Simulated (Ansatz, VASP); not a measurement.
**CuI in VASP and in Ansatz**

```xyz
2
Lattice="0.0000 3.4996 2.2747 3.4996 0.0000 2.2747 3.4996 3.4996 0.0000" Properties=species:S:1:pos:R:3 pbc="T T T"
Cu    5.2494    5.2494    3.4121
I     0.0000    0.0000    0.0000
```

Alike in both runs: task single point; functional r2SCAN; k mesh 8 × 8 × 8; occupations gaussian, width 0.05 eV; no spin polarisation.

|  | VASP | Ansatz |
| --- | --- | --- |
| version | VASP 6.6.1 | Ansatz 0.2.0 |
| potentials or method | VASP PAW PBE potentials, release 64 (Cu, I), cutoff 520 eV | scalar-relativistic, plane waves, PAW |
| valence electrons in the cell | 18 | 36 |

Ansatz gave:

```
gap on the k mesh at the Fermi level (eV)                     : 1.32
least direct gap on the mesh (eV)                             : 1.43
pressure (GPa)                                                : -2.7
traceless stress, the component that is largest in VASP (GPa) : 3.02
```

Problem. Estimate VASP's values.

Solution. gap on the k mesh at the Fermi level (eV): 1.31; least direct gap on the mesh (eV): 1.43; pressure (GPa): -2.7; traceless stress, the component that is largest in VASP (GPa): 3.01.

VASP's potentials were made for PBE, not for r2SCAN. VASP's potentials hold 18 valence electrons a cell and Ansatz's 36, so a difference there can come from the potentials and not from the codes.

Spin-orbit coupling is off throughout.
